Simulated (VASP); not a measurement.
# Si62P (a cell with a defect) in VASP: single point with PBE

Aim: the single point of Si62P (a cell with a defect) with PBE.

All numbers are computed with VASP 6.6.1; they aren't measurements. Logs are shortened: lines on timing, memory, paths and dates and some standing lists are left out, and cuts for length are marked.

## Step 1: The cell of the first run

The cell holds a defect, 63 atoms: a = 10.860 Å, b = 10.860 Å, c = 10.860 Å, α = 90.00°, β = 90.00°, γ = 90.00°.

## Step 2: Single point, PBE

INCAR

```
  ALGO = Normal
  EDIFF = 1E-7
  ENCUT = 520
  GGA = PE
  ISIF = 2
  ISMEAR = 0
  LASPH = True
  LCHARG = False
  LREAL = Auto
  LWAVE = False
  NBANDS = 164
  NELECT = 254.0
  NELM = 60
  PREC = Accurate
  SIGMA = 0.02
```

KPOINTS

```
k-points
0
Gamma
  1 1 1
```

POSCAR

```
Si62P
1.0
   10.8600000000      0.0000000000      0.0000000000
    0.0000000000     10.8600000000      0.0000000000
    0.0000000000      0.0000000000     10.8600000000
Si P
62 1
Direct
    0.5008819521      0.0001045120      0.0001045120
    0.6259513812      0.1244406077      0.1244406077
    0.7559142726      0.2446048803      0.0003744015
    0.8789989871      0.3723281768      0.1246162983
    0.7559142726      0.0003744015      0.2446048803
    0.8789989871      0.1246162983      0.3723281768
    0.2485214549      0.2485214549      0.0093100368
    0.3760720994      0.3760720994      0.1277524862
    0.4989802026      0.4989802026     -0.0012259669
    0.6235123389      0.6235123389      0.1229737569
    0.7497982505      0.7497982505     -0.0009635359
    0.8800194291      0.8800194291      0.1101059853
    0.2485214549      0.0093100368      0.2485214549
    0.3760720994      0.1277524862      0.3760720994
    0.5031172192      0.2510952118      0.2510952118
    0.6276200737      0.3757721915      0.3757721915
    0.7519210866      0.5000395948      0.2483085635
    0.8759490792      0.6272994475      0.3716947514
    0.4989802026     -0.0012259669      0.4989802026
    0.6235123389      0.1229737569      0.6235123389
    0.7519210866      0.2483085635      0.5000395948
    0.8759490792      0.3716947514      0.6272994475
    0.7497982505     -0.0009635359      0.7497982505
    0.8800194291      0.1101059853      0.8800194291
    0.0001045120      0.5008819521      0.0001045120
    0.1244406077      0.6259513812      0.1244406077
    0.2446048803      0.7559142726      0.0003744015
    0.3723281768      0.8789989871      0.1246162983
    0.0093100368      0.2485214549      0.2485214549
    0.1277524862      0.3760720994      0.3760720994
    0.2510952118      0.5031172192      0.2510952118
    0.3757721915      0.6276200737      0.3757721915
    0.5000395948      0.7519210866      0.2483085635
    0.6272994475      0.8759490792      0.3716947514
    0.0001045120      0.0001045120      0.5008819521
    0.1244406077      0.1244406077      0.6259513812
    0.2510952118      0.2510952118      0.5031172192
    0.3757721915      0.3757721915      0.6276200737
    0.4997241252      0.4997241252      0.4997241252
    0.6237457643      0.6237457643      0.6237457643
    0.7495138122      0.7495138122      0.4983891344
    0.8739058011      0.8739058011      0.6238098527
    0.2446048803      0.0003744015      0.7559142726
    0.3723281768      0.1246162983      0.8789989871
    0.5000395948      0.2483085635      0.7519210866
    0.6272994475      0.3716947514      0.8759490792
    0.7495138122      0.4983891344      0.7495138122
    0.8739058011      0.6238098527      0.8739058011
    0.0003744015      0.7559142726      0.2446048803
    0.1246162983      0.8789989871      0.3723281768
   -0.0012259669      0.4989802026      0.4989802026
    0.1229737569      0.6235123389      0.6235123389
    0.2483085635      0.7519210866      0.5000395948
    0.3716947514      0.8759490792      0.6272994475
    0.0003744015      0.2446048803      0.7559142726
    0.1246162983      0.3723281768      0.8789989871
    0.2483085635      0.5000395948      0.7519210866
    0.3716947514      0.6272994475      0.8759490792
    0.4983891344      0.7495138122      0.7495138122
    0.6238098527      0.8739058011      0.8739058011
   -0.0009635359      0.7497982505      0.7497982505
    0.1101059853      0.8800194291      0.8800194291
    0.1212371087      0.1212371087      0.1212371087
```

Potentials or basis: VASP PAW PBE potentials, release 64 (Si, P).

On the command line:

```console
$ cat potpaw_PBE.64/Si/POTCAR potpaw_PBE.64/P/POTCAR > POTCAR
$ mpirun -np 1 vasp_gam > vasp.out
```

OUTCAR:

```text
EDIFF = 1E-7
   ENCUT = 520
   GGA = PE
   ISIF = 2
   ISMEAR = 0
   LASPH = True
   LREAL = Auto
   NELECT = 254.0
   NELM = 60
   PREC = Accurate

 ion  position               nearest neighbor table
   1  0.501  0.000  0.000-   2 2.34  28 2.35  44 2.35  60 2.35
   2  0.626  0.124  0.124-   1 2.34   3 2.35   5 2.35  15 2.36
   3  0.756  0.245  0.000-   2 2.35   4 2.35  24 2.38  46 2.38
   4  0.879  0.372  0.125-  25 2.35   3 2.35  29 2.37  17 2.37
   5  0.756  0.000  0.245-   2 2.35   6 2.35  12 2.38  34 2.38
   6  0.879  0.125  0.372-  35 2.35   5 2.35  29 2.37  21 2.37
   7  0.249  0.249  0.009-  63 2.30   8 2.34  56 2.37  44 2.37
   8  0.376  0.376  0.128-   7 2.34   9 2.35  15 2.35  31 2.35
   9  0.499  0.499  0.999-  10 2.34   8 2.35  46 2.37  58 2.37
  10  0.624  0.624  0.123-   9 2.34  11 2.36  17 2.37  33 2.37
  11  0.750  0.750  0.999-  12 2.34  48 2.35  60 2.35  10 2.36
  12  0.880  0.880  0.110-  11 2.34   5 2.38  49 2.38
  13  0.249  0.009  0.249-  63 2.30  14 2.34  50 2.37  28 2.37
  14  0.376  0.128  0.376-  13 2.34  19 2.35  15 2.35  37 2.35
  15  0.503  0.251  0.251-  16 2.34  14 2.35   8 2.35   2 2.36
  16  0.628  0.376  0.376-  15 2.34  39 2.36  21 2.36  17 2.36
  17  0.752  0.500  0.248-  18 2.35  16 2.36  10 2.37   4 2.37
  18  0.876  0.627  0.372-  17 2.35  41 2.35  51 2.37  49 2.38
  19  0.499  0.999  0.499-  20 2.34  14 2.35  34 2.37  54 2.37
  20  0.624  0.123  0.624-  19 2.34  23 2.36  21 2.37  45 2.37
  21  0.752  0.248  0.500-  22 2.35  16 2.36  20 2.37   6 2.37
  22  0.876  0.372  0.627-  21 2.35  47 2.35  51 2.37  55 2.38
  23  0.750  0.999  0.750-  24 2.34  42 2.35  60 2.35  20 2.36
  24  0.880  0.110  0.880-  23 2.34   3 2.38  55 2.38
  25  0.000  0.501  0.000-  26 2.34   4 2.35  56 2.35  48 2.35
  26  0.124  0.626  0.124-  25 2.34  27 2.35  49 2.35  31 2.36
  27  0.245  0.756  0.000-  26 2.35  28 2.35  62 2.38  58 2.38
  28  0.372  0.879  0.125-   1 2.35  27 2.35  13 2.37  33 2.37
  29  0.009  0.249  0.249-  63 2.30  30 2.34   4 2.37   6 2.37
  30  0.128  0.376  0.376-  29 2.34  51 2.35  37 2.35  31 2.35
[... 29 lines left out ...]
  60  0.624  0.874  0.874-  59 2.35  23 2.35  11 2.35   1 2.35
  61  0.999  0.750  0.750-  62 2.34  48 2.35  42 2.35  52 2.36
  62  0.110  0.880  0.880-  61 2.34  43 2.38  27 2.38
  63  0.121  0.121  0.121-   7 2.30  13 2.30  29 2.30

  LATTYP: Found a simple cubic cell.
 ALAT       =    10.8600000000

  Lattice vectors:

 A1 = (  10.8600000000,   0.0000000000,   0.0000000000)
 A2 = (   0.0000000000,  10.8600000000,   0.0000000000)
 A3 = (   0.0000000000,   0.0000000000,  10.8600000000)

Analysis of symmetry for initial positions (statically):
=====================================================================
 Subroutine PRICEL returns:
 Original cell was already a primitive cell.

 Routine SETGRP: Setting up the symmetry group for a
 simple cubic supercell.

 Subroutine GETGRP returns: Found  6 space group operations
 (whereof  6 operations were pure point group operations)
 out of a pool of 48 trial point group operations.

The static configuration has the point symmetry C_3v.

Analysis of symmetry for dynamics (positions and initial velocities):
=====================================================================
 Subroutine PRICEL returns:
 Original cell was already a primitive cell.

 Routine SETGRP: Setting up the symmetry group for a
 simple cubic supercell.

 Subroutine GETGRP returns: Found  6 space group operations
 (whereof  6 operations were pure point group operations)
 out of a pool of 48 trial point group operations.

The dynamic configuration has the point symmetry C_3v.

 Subroutine INISYM returns: Found  6 space group operations
 (whereof  6 operations are pure point group operations),
 and found     1 'primitive' translations

----------------------------------------------------------------------------------------

                                     Primitive cell

  volume of cell :    1280.8241

  direct lattice vectors                    reciprocal lattice vectors
    10.860000000  0.000000000  0.000000000     0.092081031  0.000000000  0.000000000
     0.000000000 10.860000000  0.000000000     0.000000000  0.092081031  0.000000000
     0.000000000  0.000000000 10.860000000     0.000000000  0.000000000  0.092081031

  length of vectors
    10.860000000 10.860000000 10.860000000     0.092081031  0.092081031  0.092081031

  position of ions in fractional coordinates (direct lattice)
     0.500881952  0.000104512  0.000104512
     0.625951381  0.124440608  0.124440608
     0.755914273  0.244604880  0.000374401
     0.878998987  0.372328177  0.124616298
     0.755914273  0.000374401  0.244604880
     0.878998987  0.124616298  0.372328177
[... 55 lines left out ...]
     0.110105985  0.880019429  0.880019429
     0.121237109  0.121237109  0.121237109

  ion indices of the primitive-cell ions
   primitive index   ion index
                 1           1
                 2           2
                 3           3
                 4           4
                 5           5
                 6           6
[... 55 lines left out ...]
                62          62
                63          63

----------------------------------------------------------------------------------------

 KPOINTS: k-points

Automatic generation of k-mesh.
 Grid dimensions read from file:
 generate k-points for:    1    1    1

 Generating k-lattice:

  Cartesian coordinates                     Fractional coordinates (reciprocal lattice)
     0.092081031  0.000000000  0.000000000     1.000000000  0.000000000  0.000000000
     0.000000000  0.092081031  0.000000000     0.000000000  1.000000000  0.000000000
     0.000000000  0.000000000  0.092081031     0.000000000  0.000000000  1.000000000

  Length of vectors
     0.092081031  0.092081031  0.092081031

  Shift w.r.t. Gamma in fractional coordinates (k-lattice)
     0.000000000  0.000000000  0.000000000

 Subroutine IBZKPT returns following result:
 ===========================================

 Found      1 irreducible k-points:

 Following reciprocal coordinates:
            Coordinates               Weight
  0.000000  0.000000  0.000000      1.000000
   k-points           NKPTS =      1   k-points in BZ     NKDIM =      1   number of bands    NBANDS=    164
   number of dos      NEDOS =    301   number of ions     NIONS =     63
   total plane-waves  NPLWV = 592704
   dimension x,y,z NGX =    84 NGY =   84 NGZ =   84
   dimension x,y,z NGXF=   168 NGYF=  168 NGZF=  168
   ions per type =              62   1
   NGX,Y,Z   is equivalent  to a cutoff of  12.86, 12.86, 12.86 a.u.
   NGXF,Y,Z  is equivalent  to a cutoff of  25.72, 25.72, 25.72 a.u.
 SYSTEM =  unknown system
   PREC   = accura    normal or accurate (medium, high low for compatibility)
   ISTART =      0    job   : 0-new  1-cont  2-samecut
   ICHARG =      2    charge: 1-file 2-atom 10-const
   ISPIN  =      1    spin polarized calculation?
   LNONCOLLINEAR =      F non collinear calculations
   LSORBIT =      F    spin-orbit coupling
   LASPH  =      T    aspherical Exc in radial PAW
   ENCUT  =  520.0 eV  38.22 Ry    6.18 a.u.  20.19 20.19 20.19*2*pi/ulx,y,z
   NELM   =     60;   NELMIN=  2; NELMDL= -5     # of ELM steps
   EDIFF  = 0.1E-06   stopping-criterion for ELM
   LREAL  =      T    real-space projection
   EDIFFG = 0.1E-05   stopping-criterion for IOM
   NSW    =      0    number of steps for IOM
   IBRION =     -1    ionic relax: 0-MD 1-quasi-New 2-CG
   NFREE  =      0    steps in history (QN), initial steepest desc. (CG)
   ISIF   =      2    stress and relaxation
   ISYM   =      2    0-nonsym 1-usesym 2-fastsym
   POTIM  = 0.5000    time-step for ionic-motion
   TEBEG  =    0.0;   TEEND  =   0.0 temperature during run
   PSTRESS=    0.0 pullay stress
   NELECT =     254.0000    total number of electrons
   NUPDOWN=      -1.0000    fix difference up-down
   EMIN   =  10.00;   EMAX   =-10.00  energy-range for DOS
   EFERMI =   0.00;   METHOD = LEGACY
   ISMEAR =     0;   SIGMA  =   0.02  broadening in eV -4-tet -1-fermi 0-gaus
   EFERMI_NEDOS =   21; number of points for ismear=-14 and -15
   IALGO  =     38    algorithm
   IMIX   =      4    mixing-type and parameters
     AMIX     =   0.40;   BMIX     =  1.00
     AMIX_MAG =   1.60;   BMIX_MAG =  1.00
  volume/ion in A,a.u.               =      20.33       137.20
  Fermi-wavevector in a.u.,A,eV,Ry     =   0.954677  1.804077 12.400449  0.911407
  Thomas-Fermi vector in A             =   2.083445
   LORBIT       =      0    0 simple, 1 ext, 2 COOP (PROOUT), +10 PAW based schemes
   GGA     = PE    functional components
   LHFCALC =     F    Hartree Fock is set to
   AEXX    =    0.0000 exact exchange contribution
   IVDW    =     0    specifies the selected vdW correction
   LEPSILON=     F    determine dielectric tensor
   LRPA    =     F    only Hartree local field effects (RPA)
 non-spin polarized calculation
 Gauss-broadening in eV      SIGMA  =   0.02
  energy-cutoff  :      520.00
  volume of cell :     1280.82
 maximum number of plane-waves:     17229
 NGX is ok and might be reduce to    84
   NGX = 41   NGY = 41   NGZ = 41

 number of electron     253.9999990 magnetization

 Free energy of the ion-electron system (eV)
  ---------------------------------------------------
  ext. energy  EPLUGINS =         0.00000000
  ---------------------------------------------------
  free energy    TOTEN  =      -326.52097634 eV

  energy without entropy =     -326.49840875  energy(sigma->0) =     -326.50969254

 E-fermi :   6.3100     XC(G=0):  -9.3541

 val. band max:        5.8190557922   @ k =   0.0000   0.0000   0.0000
 cond. band min:       6.3100216908   @ k =   0.0000   0.0000   0.0000
 fundamental gap:      0.4909658986
 Fermi energy:         6.3100216908

 k-point     1 :       0.0000    0.0000    0.0000
  band No.  band energies     occupation
      1      -6.3420      2.00000
      2      -5.7652      2.00000
      3      -5.1674      2.00000
      4      -5.1674      2.00000
      5      -5.1306      2.00000
      6      -5.1306      2.00000
[... 131 lines left out ...]
    138       6.9223      0.00000
    139       6.9469      0.00000
 [bands above 139 left out]

------------------------ aborting loop because EDIFF is reached ----------------------------------------

  FORCE on cell =-STRESS in cart. coord.  units (eV):
  Direction    XX          YY          ZZ          XY          YZ          ZX
  --------------------------------------------------------------------------------------
  -------------------------------------------------------------------------------------
  Total       22.4526719     22.4526719     22.4526719      6.9125097      6.9125097      6.9125097
  in kB       28.0859511     28.0859511     28.0859511      8.6468288      8.6468288      8.6468288
  external PRESSURE =      28.0859511 kB  Pullay stress =       0.0000000 kB

 VOLUME and BASIS-vectors are now :
 -----------------------------------------------------------------------------
  energy-cutoff  :      520.00
  volume of cell :     1280.82
      direct lattice vectors                 reciprocal lattice vectors
    10.860000000  0.000000000  0.000000000     0.092081031  0.000000000  0.000000000
     0.000000000 10.860000000  0.000000000     0.000000000  0.092081031  0.000000000
     0.000000000  0.000000000 10.860000000     0.000000000  0.000000000  0.092081031

 POSITION                                       TOTAL-FORCE (eV/Angst)
 -----------------------------------------------------------------------------------
      5.43958      0.00114      0.00114         0.008709      0.001432      0.001432
      6.79783      1.35142      1.35142         0.003849     -0.002202     -0.002202
      8.20923      2.65641      0.00407        -0.005230      0.002475     -0.003744
      9.54593      4.04348      1.35333        -0.002538     -0.004152     -0.006275
      8.20923      0.00407      2.65641        -0.005230     -0.003744      0.002475
      9.54593      1.35333      4.04348        -0.002538     -0.006275     -0.004152
[... 55 lines left out ...]
      1.19575      9.55701      9.55701        -0.004506      0.006314      0.006314
      1.31664      1.31664      1.31664         0.013736      0.013736      0.013736
 -----------------------------------------------------------------------------------
    total drift:                                0.015664      0.015664      0.015663

  FREE ENERGIE OF THE ION-ELECTRON SYSTEM (eV)
  ---------------------------------------------------
  free  energy   TOTEN  =      -326.5209763354 eV

  energy  without entropy=     -326.4984087521  energy(sigma->0) =     -326.50969254
```

It took 5.8 min on 1 thread of Intel Xeon Platinum 8259CL at 2.50GHz (Skylake/Cascade Lake), shared host; peak memory 1 GiB.

What came out:

- Free energy: -326.5210 eV
- Largest force: 0.024 eV/Å

Forces on the atoms (eV/Å):
```
Si   0.009  0.001  0.001
Si   0.004 -0.002 -0.002
Si  -0.005  0.002 -0.004
Si  -0.003 -0.004 -0.006
Si  -0.005 -0.004  0.002
Si  -0.003 -0.006 -0.004
Si  -0.009 -0.009 -0.001
Si   0.003  0.003 -0.005
Si   0.002  0.002  0.005
Si   0.003  0.003  0.006
Si  -0.002 -0.002  0.000
Si   0.006  0.006 -0.005
Si  -0.009 -0.001 -0.009
Si   0.003 -0.005  0.003
Si   0.001 -0.005 -0.005
Si  -0.004  0.006  0.006
Si   0.000 -0.004 -0.005
Si   0.003 -0.001  0.012
Si   0.002  0.005  0.002
Si   0.003  0.006  0.003
Si   0.000 -0.005 -0.004
Si   0.003  0.012 -0.001
Si  -0.002  0.000 -0.002
Si   0.006 -0.005  0.006
Si   0.001  0.009  0.001
Si  -0.002  0.004 -0.002
Si   0.002 -0.005 -0.004
Si  -0.004 -0.003 -0.006
Si  -0.001 -0.009 -0.009
Si  -0.005  0.003  0.003
Si  -0.005  0.001 -0.005
Si   0.006 -0.004  0.006
Si  -0.004  0.000 -0.005
Si  -0.001  0.003  0.012
Si   0.001  0.001  0.009
Si  -0.002 -0.002  0.004
Si  -0.005 -0.005  0.001
Si   0.006  0.006 -0.004
Si  -0.005 -0.005 -0.005
Si   0.008  0.008  0.008
Si  -0.004 -0.004  0.001
Si  -0.001 -0.001  0.005
Si   0.002 -0.004 -0.005
Si  -0.004 -0.006 -0.003
Si  -0.004 -0.005  0.000
Si  -0.001  0.012  0.003
Si  -0.004  0.001 -0.004
Si  -0.001  0.005 -0.001
Si  -0.004 -0.005  0.002
Si  -0.006 -0.003 -0.004
Si   0.005  0.002  0.002
Si   0.006  0.003  0.003
Si  -0.005  0.000 -0.004
Si   0.012  0.003 -0.001
Si  -0.004  0.002 -0.005
Si  -0.006 -0.004 -0.003
Si  -0.005 -0.004  0.000
Si   0.012 -0.001  0.003
Si   0.001 -0.004 -0.004
Si   0.005 -0.001 -0.001
Si   0.000 -0.002 -0.002
Si  -0.005  0.006  0.006
P    0.014  0.014  0.014
```

Caveat: the k points lie up to 0.58 Å⁻¹ apart; the cell carries a net charge on a neutralising background, which shifts energy and pressure; the cell is charged against a uniform background, so pressure and absolute levels hang on convention.
